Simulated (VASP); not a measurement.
# ScBPt3 (P4/mmm) in VASP: notebook

Runs on ScBPt3. Level: PBE. Tasks: single point.

All numbers are computed with VASP 6.6.1; they aren't measurements. Logs are shortened: lines on timing, memory, paths and dates and some standing lists are left out, and cuts for length are marked.

**1. The cell of the first run**

It takes space group P4/mmm (No. 123, tetragonal). Conventional cell: a = 4.234 Å, b = 4.234 Å, c = 4.320 Å, α = 90.00°, β = 90.00°, γ = 90.00°. Sc (site symmetry 4/mmm) has 12 Pt at 2.99 to 3.02 Å and 8 B at 3.69 Å within 3.9 Å. Within 2.8 Å of B (site symmetry 4/mmm) lie 6 Pt at 2.12 to 2.16 Å. Within 2.8 Å of Pt (site symmetry mmm) lie 2 B at 2.12 Å. Pt (site symmetry 4/mmm) has 2 B at 2.16 Å and 4 Sc at 2.99 Å and 8 Pt at 3.02 Å within 3.1 Å.

**2. Single point, PBE**

INCAR

```
PREC     = Accurate       # precision mode
ENCUT    = 520            # plane-wave cutoff, eV
EDIFF    = 1E-6           # SCF threshold, eV
ISMEAR   = -1             # smearing method
SIGMA    = 0.1            # smearing width, eV
LREAL    = F              # projectors in reciprocal space
LASPH    = T              # aspherical terms in the spheres
NELM     = 100            # most SCF steps
ALGO     = Normal         # electronic algorithm
ISIF     = 2              # what is computed and relaxed
LWAVE    = F              # write WAVECAR
LCHARG   = F              # write CHGCAR
GGA      = PE             # functional
NBANDS   = 30             # bands
```

KPOINTS

```
regular mesh
0
Gamma
  8 8 8
```

POSCAR

```
ScBPt3
1.0
    4.2337416267      0.0000000000      0.0000000000
    0.0000000000      4.2337416267      0.0000000000
    0.0000000000      0.0000000000      4.3195581280
Sc B Pt
1 1 3
Direct
    0.0000000000      0.0000000000      0.0000000000
    0.5000000000      0.5000000000      0.5000000000
    0.0000000000      0.5000000000      0.5000000000
    0.5000000000      0.5000000000      0.0000000000
    0.5000000000      0.0000000000      0.5000000000
```

Potentials or basis: VASP PAW PBE potentials, release 64 (Sc_sv, B, Pt).

On the command line:

```console
> cat potpaw_PBE.64/Sc_sv/POTCAR potpaw_PBE.64/B/POTCAR potpaw_PBE.64/Pt/POTCAR > POTCAR
> mpirun -np 1 vasp_std > vasp.out
```

OUTCAR:

```text
PREC = Accurate
   ENCUT = 520
   EDIFF = 1E-6
   ISMEAR = -1
   LREAL = F
   LASPH = T
   NELM = 100
   ISIF = 2
   GGA = PE

 ion  position               nearest neighbor table
   1  0.000  0.000  0.000-   4 2.99   4 2.99   4 2.99   4 2.99   5 3.02   3 3.02   3 3.02   3 3.02
                             5 3.02   5 3.02   5 3.02   3 3.02
   2  0.500  0.500  0.500-   3 2.12   5 2.12   5 2.12   3 2.12   4 2.16   4 2.16
   3  0.000  0.500  0.500-   2 2.12   2 2.12   5 2.99   5 2.99   5 2.99   5 2.99   1 3.02   4 3.02
                             1 3.02   1 3.02   4 3.02   1 3.02   4 3.02   4 3.02
   4  0.500  0.500  0.000-   2 2.16   2 2.16   1 2.99   1 2.99   1 2.99   1 2.99   5 3.02   5 3.02
                             5 3.02   5 3.02   3 3.02   3 3.02   3 3.02   3 3.02
   5  0.500  0.000  0.500-   2 2.12   2 2.12   3 2.99   3 2.99   3 2.99   3 2.99   1 3.02   4 3.02
                             4 3.02   4 3.02   1 3.02   1 3.02   1 3.02   4 3.02

  LATTYP: Found a simple tetragonal cell.
 ALAT       =     4.2337416267
 C/A-ratio  =     1.0202696595

  Lattice vectors:

 A1 = (   4.2337416267,   0.0000000000,   0.0000000000)
 A2 = (   0.0000000000,   4.2337416267,   0.0000000000)
 A3 = (   0.0000000000,   0.0000000000,   4.3195581280)

Analysis of symmetry for initial positions (statically):
=====================================================================
 Subroutine PRICEL returns:
 Original cell was already a primitive cell.

 Routine SETGRP: Setting up the symmetry group for a
 simple tetragonal supercell.

 Subroutine GETGRP returns: Found 16 space group operations
 (whereof 16 operations were pure point group operations)
 out of a pool of 16 trial point group operations.

The static configuration has the point symmetry D_4h.

Analysis of symmetry for dynamics (positions and initial velocities):
=====================================================================
 Subroutine PRICEL returns:
 Original cell was already a primitive cell.

 Routine SETGRP: Setting up the symmetry group for a
 simple tetragonal supercell.

 Subroutine GETGRP returns: Found 16 space group operations
 (whereof 16 operations were pure point group operations)
 out of a pool of 16 trial point group operations.

The dynamic configuration has the point symmetry D_4h.

 Subroutine INISYM returns: Found 16 space group operations
 (whereof 16 operations are pure point group operations),
 and found     1 'primitive' translations

----------------------------------------------------------------------------------------

                                     Primitive cell

  volume of cell :      77.4262

  direct lattice vectors                    reciprocal lattice vectors
     4.233741627  0.000000000  0.000000000     0.236197692  0.000000000  0.000000000
     0.000000000  4.233741627  0.000000000     0.000000000  0.236197692  0.000000000
     0.000000000  0.000000000  4.319558128     0.000000000  0.000000000  0.231505161

  length of vectors
     4.233741627  4.233741627  4.319558128     0.236197692  0.236197692  0.231505161

  position of ions in fractional coordinates (direct lattice)
     0.000000000  0.000000000  0.000000000
     0.500000000  0.500000000  0.500000000
     0.000000000  0.500000000  0.500000000
     0.500000000  0.500000000  0.000000000
     0.500000000  0.000000000  0.500000000

  ion indices of the primitive-cell ions
   primitive index   ion index
                 1           1
                 2           2
                 3           3
                 4           4
                 5           5

----------------------------------------------------------------------------------------

 KPOINTS: regular mesh

Automatic generation of k-mesh.
 Grid dimensions read from file:
 generate k-points for:    8    8    8

 Generating k-lattice:

  Cartesian coordinates                     Fractional coordinates (reciprocal lattice)
     0.029524711  0.000000000  0.000000000     0.125000000  0.000000000  0.000000000
     0.000000000  0.029524711  0.000000000     0.000000000  0.125000000  0.000000000
     0.000000000  0.000000000  0.028938145     0.000000000  0.000000000  0.125000000

  Length of vectors
     0.029524711  0.029524711  0.028938145

  Shift w.r.t. Gamma in fractional coordinates (k-lattice)
     0.000000000  0.000000000  0.000000000

 Subroutine IBZKPT returns following result:
 ===========================================

 Found     75 irreducible k-points:

 Following reciprocal coordinates:
            Coordinates               Weight
  0.000000  0.000000  0.000000      1.000000
  0.125000  0.000000  0.000000      4.000000
  0.250000  0.000000  0.000000      4.000000
  0.375000  0.000000  0.000000      4.000000
  0.500000  0.000000  0.000000      2.000000
  0.125000  0.125000  0.000000      4.000000
[... 16 lines left out ...]
  0.375000  0.125000  0.125000     16.000000
  0.500000  0.125000  0.125000      8.000000
 [... further k-points ...]
   k-points           NKPTS =     75   k-points in BZ     NKDIM =     75   number of bands    NBANDS=     30
   number of dos      NEDOS =    301   number of ions     NIONS =      5
   total plane-waves  NPLWV =  32768
   dimension x,y,z NGX =    32 NGY =   32 NGZ =   32
   dimension x,y,z NGXF=    64 NGYF=   64 NGZF=   64
   ions per type =               1   1   3
   NGX,Y,Z   is equivalent  to a cutoff of  12.57, 12.57, 12.32 a.u.
   NGXF,Y,Z  is equivalent  to a cutoff of  25.13, 25.13, 24.63 a.u.
 SYSTEM =  unknown system
   PREC   = accura    normal or accurate (medium, high low for compatibility)
   ISTART =      0    job   : 0-new  1-cont  2-samecut
   ICHARG =      2    charge: 1-file 2-atom 10-const
   ISPIN  =      1    spin polarized calculation?
   LNONCOLLINEAR =      F non collinear calculations
   LSORBIT =      F    spin-orbit coupling
   LASPH  =      T    aspherical Exc in radial PAW
   ENCUT  =  520.0 eV  38.22 Ry    6.18 a.u.   7.87  7.87  8.03*2*pi/ulx,y,z
   NELM   =    100;   NELMIN=  2; NELMDL= -5     # of ELM steps
   EDIFF  = 0.1E-05   stopping-criterion for ELM
   LREAL  =      F    real-space projection
   EDIFFG = 0.1E-04   stopping-criterion for IOM
   NSW    =      0    number of steps for IOM
   IBRION =     -1    ionic relax: 0-MD 1-quasi-New 2-CG
   NFREE  =      0    steps in history (QN), initial steepest desc. (CG)
   ISIF   =      2    stress and relaxation
   ISYM   =      2    0-nonsym 1-usesym 2-fastsym
   POTIM  = 0.5000    time-step for ionic-motion
   TEBEG  =    0.0;   TEEND  =   0.0 temperature during run
   PSTRESS=    0.0 pullay stress
   NELECT =      44.0000    total number of electrons
   NUPDOWN=      -1.0000    fix difference up-down
   EMIN   =  10.00;   EMAX   =-10.00  energy-range for DOS
   EFERMI =   0.00;   METHOD = LEGACY
   ISMEAR =    -1;   SIGMA  =   0.10  broadening in eV -4-tet -1-fermi 0-gaus
   EFERMI_NEDOS =   21; number of points for ismear=-14 and -15
   IALGO  =     38    algorithm
   IMIX   =      4    mixing-type and parameters
     AMIX     =   0.40;   BMIX     =  1.00
     AMIX_MAG =   1.60;   BMIX_MAG =  1.00
  volume/ion in A,a.u.               =      15.49       104.50
  Fermi-wavevector in a.u.,A,eV,Ry     =   1.356010  2.562488 25.017909  1.838764
  Thomas-Fermi vector in A             =   2.483050
   LORBIT       =      0    0 simple, 1 ext, 2 COOP (PROOUT), +10 PAW based schemes
   GGA     = PE    functional components
   LHFCALC =     F    Hartree Fock is set to
   AEXX    =    0.0000 exact exchange contribution
   IVDW    =     0    specifies the selected vdW correction
   LEPSILON=     F    determine dielectric tensor
   LRPA    =     F    only Hartree local field effects (RPA)
 non-spin polarized calculation
  energy-cutoff  :      520.00
  volume of cell :       77.43
 maximum number of plane-waves:      2105
 NGX is ok and might be reduce to    32
   NGX = 15   NGY = 15   NGZ = 17

 number of electron      44.0000008 magnetization

 Free energy of the ion-electron system (eV)
  ---------------------------------------------------
  ext. energy  EPLUGINS =         0.00000000
  ---------------------------------------------------
  free energy    TOTEN  =       -34.48149340 eV

  energy without entropy =      -34.37090444  energy(sigma->0) =      -34.42619892

 E-fermi :   8.7577     XC(G=0): -12.1644

 val. band max:        8.7551384549   @ k =   0.1250   0.0000   0.5000
 cond. band min:       8.7746925692   @ k =   0.3750   0.1250   0.0000
 fundamental gap:      0.0195541144
 Fermi energy:         8.7576945572

 k-point     1 :       0.0000    0.0000    0.0000
  band No.  band energies     occupation
      1     -42.0257      2.00000
      2     -20.6005      2.00000
      3     -20.5947      2.00000
      4     -20.5947      2.00000
      5      -3.2752      2.00000
      6       1.6791      2.00000
[... 22 lines left out ...]
     29      13.6003      0.00000
     30      13.7722      0.00000

 k-point     2 :       0.1250    0.0000    0.0000
  band No.  band energies     occupation
      1     -42.0256      2.00000
      2     -20.6008      2.00000
      3     -20.5974      2.00000
      4     -20.5950      2.00000
      5      -3.1466      2.00000
      6       1.8033      2.00000
[... 22 lines left out ...]
     29      13.3041      0.00000
     30      13.5588      0.00000

 k-point     3 :       0.2500    0.0000    0.0000
  band No.  band energies     occupation
      1     -42.0253      2.00000
      2     -20.6040      2.00000
      3     -20.6013      2.00000
      4     -20.5956      2.00000
      5      -2.7888      2.00000
      6       2.1318      2.00000
[... 22 lines left out ...]
     29      12.8330      0.00000
     30      13.4154      0.00000

 k-point     4 :       0.3750    0.0000    0.0000
  band No.  band energies     occupation
      1     -42.0250      2.00000
      2     -20.6106      2.00000
      3     -20.6018      2.00000
      4     -20.5963      2.00000
      5      -2.3214      2.00000
      6       2.0127      2.00000
[... 616 lines left out ...]
     29      13.4417      0.00000
     30      13.5637      0.00000

 k-point    23 :       0.3750    0.1250    0.1250
  band No.  band energies     occupation
      1     -42.0248      2.00000
      2     -20.6098      2.00000
      3     -20.6035      2.00000
      4     -20.5982      2.00000
      5      -2.0800      2.00000
      6       1.8576      2.00000
[... 22 lines left out ...]
     29      13.2422      0.00000
     30      13.3498      0.00000

 k-point    24 :       0.5000    0.1250    0.1250
  band No.  band energies     occupation
      1     -42.0247      2.00000
      2     -20.6122      2.00000
      3     -20.6036      2.00000
      4     -20.5984      2.00000
      5      -1.8198      2.00000
      6       1.4108      2.00000
[... 22 lines left out ...]
     29      13.2601      0.00000
     30      13.3155      0.00000

 [... further k-points ...]

------------------------ aborting loop because EDIFF is reached ----------------------------------------

  FORCE on cell =-STRESS in cart. coord.  units (eV):
  Direction    XX          YY          ZZ          XY          YZ          ZX
  --------------------------------------------------------------------------------------
  -------------------------------------------------------------------------------------
  Total        0.0557233      0.0557233     -1.3508235      0.0000000      0.0000000      0.0000000
  in kB        1.1530806      1.1530806    -27.9525321      0.0000000      0.0000000      0.0000000
  external PRESSURE =      -8.5487903 kB  Pullay stress =       0.0000000 kB

 VOLUME and BASIS-vectors are now :
 -----------------------------------------------------------------------------
  energy-cutoff  :      520.00
  volume of cell :       77.43
      direct lattice vectors                 reciprocal lattice vectors
     4.233741627  0.000000000  0.000000000     0.236197692  0.000000000  0.000000000
     0.000000000  4.233741627  0.000000000     0.000000000  0.236197692  0.000000000
     0.000000000  0.000000000  4.319558128     0.000000000  0.000000000  0.231505161

 POSITION                                       TOTAL-FORCE (eV/Angst)
 -----------------------------------------------------------------------------------
      0.00000      0.00000      0.00000         0.000000      0.000000      0.000000
      2.11687      2.11687      2.15978         0.000000      0.000000      0.000000
      0.00000      2.11687      2.15978         0.000000      0.000000      0.000000
      2.11687      2.11687      0.00000         0.000000      0.000000      0.000000
      2.11687      0.00000      2.15978         0.000000      0.000000      0.000000
 -----------------------------------------------------------------------------------
    total drift:                                0.000000     -0.000000     -0.000000

  FREE ENERGIE OF THE ION-ELECTRON SYSTEM (eV)
  ---------------------------------------------------
  free  energy   TOTEN  =       -34.4814933974 eV

  energy  without entropy=      -34.3709044441  energy(sigma->0) =      -34.42619892
```

It took 55 s on 1 thread of Intel Xeon 6975P-C (Granite Rapids), shared host; peak memory 0.29 GiB.

Results:

```yaml
Free_energy: -34.4815 eV
Pressure: -0.9 GPa
Band_gap_on_the_k_mesh: zero (bands 22 and 23 overlap by 1.31 eV)
```

Caveat: spin-orbit coupling is left out, which moves the levels of the heavy elements.

**3. Single point, PBE**

INCAR

```
SYSTEM = ScBPt3
PREC = Accurate
ENCUT = 520
EDIFF = 1E-6
ISMEAR = -1
SIGMA = 0.1
LREAL = .FALSE.
LASPH = .TRUE.
NELM = 60
ALGO = Normal
ISIF = 2
LWAVE = .FALSE.
LCHARG = .FALSE.
GGA = PE
NBANDS = 30
```

KPOINTS

```
regular mesh
0
G
  8 8 8
  0 0 0
```

POSCAR: that of step 2 with these lines changed.

```diff
@@ -2,5 +2,5 @@
 1.0
-    4.2337416267      0.0000000000      0.0000000000
-    0.0000000000      4.2337416267      0.0000000000
-    0.0000000000      0.0000000000      4.3195581280
+    4.2479488133      0.0000000000      0.0000000000
+    0.0000000000      4.2479488133      0.0000000000
+    0.0000000000      0.0000000000      4.2907130793
 Sc B Pt
```

Potentials or basis: VASP PAW PBE potentials, release 64 (Sc_sv, B, Pt).

On the command line:

```console
> cat potpaw_PBE.64/Sc_sv/POTCAR potpaw_PBE.64/B/POTCAR potpaw_PBE.64/Pt/POTCAR > POTCAR
> mpirun -np 1 vasp_std > vasp.out
```

Run time: 55 s. Hardware: 1 thread of Intel Xeon 6975P-C (Granite Rapids), shared host; peak memory 0.29 GiB.

Results (log left out):

* Free energy: -34.4886 eV
* Pressure: -0.9 GPa
* Band gap on the k mesh: zero (bands 22 and 23 overlap by 1.32 eV)

Stress tensor (GPa, compression positive):
```
-0.41  0.00  0.00
 0.00 -0.41  0.00
 0.00  0.00 -1.89
```

Levels at points of the mesh, in eV from the Fermi level:
```tsv
k point	band 19	band 20	band 21	band 22	band 23	band 24	band 25	band 26
(0.00, 0.00, 0.00)	-2.25	-1.09	-1.07	-1.07	-1.05	1.27	1.34	2.33
(0.50, 0.00, 0.00)	-2.67	-2.26	-1.07	0.26	0.28	1.14	1.33	1.57
(0.50, 0.50, 0.00)	-2.58	-2.26	-1.70	-0.29	-0.29	0.89	0.89	1.38
(0.00, 0.00, 0.50)	-2.67	-2.26	-1.04	0.28	0.28	1.18	1.27	1.50
(0.50, 0.00, 0.50)	-2.59	-2.28	-1.70	-0.35	-0.35	0.87	0.89	1.35
(0.50, 0.50, 0.50)	-1.24	-1.24	-0.69	-0.68	-0.68	0.18	0.22	0.22
```

Caveat: spin-orbit coupling is left out, which moves the levels of the heavy elements.

**4. Single point, PBE**

INCAR

```
ALGO = Normal ; EDIFF = 1E-6
ENCUT = 520 ; GGA = PE
ISIF = 2 ; ISMEAR = -1
LASPH = T ; LCHARG = T
LELF = T ; LREAL = F
LVHAR = T ; LWAVE = F
NBANDS = 30 ; NELM = 100
PREC = Accurate ; SIGMA = 0.1
```

KPOINTS

```
k-points
0
Gamma
  8 8 8
```

POSCAR: that of step 3 with these lines changed.

```diff
@@ -2,5 +2,5 @@
 1.0
-    4.2479488133      0.0000000000      0.0000000000
-    0.0000000000      4.2479488133      0.0000000000
-    0.0000000000      0.0000000000      4.2907130793
+    4.2763631867      0.0000000000      0.0000000000
+    0.0000000000      4.2763631867      0.0000000000
+    0.0000000000      0.0000000000      4.2338830697
 Sc B Pt
```

Potentials or basis: VASP PAW PBE potentials, release 64 (Sc_sv, B, Pt).

On the command line:

```console
> cat potpaw_PBE.64/Sc_sv/POTCAR potpaw_PBE.64/B/POTCAR potpaw_PBE.64/Pt/POTCAR > POTCAR
> mpirun -np 1 vasp_std > vasp.out
```

OUTCAR:

```text
EDIFF = 1E-6
   ENCUT = 520
   GGA = PE
   ISIF = 2
   ISMEAR = -1
   LASPH = T
   LREAL = F
   NELM = 100
   PREC = Accurate

 ion  position               nearest neighbor table
   1  0.000  0.000  0.000-   3 3.01   5 3.01   3 3.01   5 3.01   3 3.01   3 3.01   5 3.01   5 3.01
                             4 3.02   4 3.02   4 3.02   4 3.02
   2  0.500  0.500  0.500-   4 2.12   4 2.12   5 2.14   3 2.14   5 2.14   3 2.14
   3  0.000  0.500  0.500-   2 2.14   2 2.14   4 3.01   1 3.01   4 3.01   1 3.01   1 3.01   1 3.01
[... 1001 lines left out ...]
  --------------------------------------------------------------------------------------
  -------------------------------------------------------------------------------------
  Total       -0.6850500     -0.6850500      0.0645257      0.0000000      0.0000000     -0.0000000
  in kB      -14.1757095    -14.1757095      1.3352277      0.0000000      0.0000000     -0.0000000
  external PRESSURE =      -9.0053971 kB  Pullay stress =       0.0000000 kB

 VOLUME and BASIS-vectors are now :
 -----------------------------------------------------------------------------
  energy-cutoff  :      520.00
  volume of cell :       77.43
      direct lattice vectors                 reciprocal lattice vectors
     4.276363187  0.000000000  0.000000000     0.233843562  0.000000000  0.000000000
     0.000000000  4.276363187  0.000000000     0.000000000  0.233843562  0.000000000
     0.000000000  0.000000000  4.233883070     0.000000000  0.000000000  0.236189801

 POSITION                                       TOTAL-FORCE (eV/Angst)
 -----------------------------------------------------------------------------------
      0.00000      0.00000      0.00000         0.000000      0.000000      0.000000
      2.13818      2.13818      2.11694         0.000000      0.000000      0.000000
      0.00000      2.13818      2.11694         0.000000      0.000000      0.000000
      2.13818      2.13818      0.00000         0.000000      0.000000      0.000000
      2.13818      0.00000      2.11694         0.000000      0.000000      0.000000
 -----------------------------------------------------------------------------------
    total drift:                                0.000000     -0.000000     -0.000000

  FREE ENERGIE OF THE ION-ELECTRON SYSTEM (eV)
  ---------------------------------------------------
  free  energy   TOTEN  =       -34.4885392518 eV

  energy  without entropy=      -34.3780590839  energy(sigma->0) =      -34.43329917
```

Wall time 53 s (1 thread of Intel Xeon 6975P-C (Granite Rapids), shared host); peak memory 0.29 GiB.

What came out:

```yaml
Free_energy: -34.4885 eV
Pressure: -0.9 GPa
Band_gap_on_the_k_mesh: zero (bands 22 and 23 overlap by 1.32 eV)
```

Caveat: spin-orbit coupling is left out, which moves the levels of the heavy elements.

(Continued in part 2 of 2.)
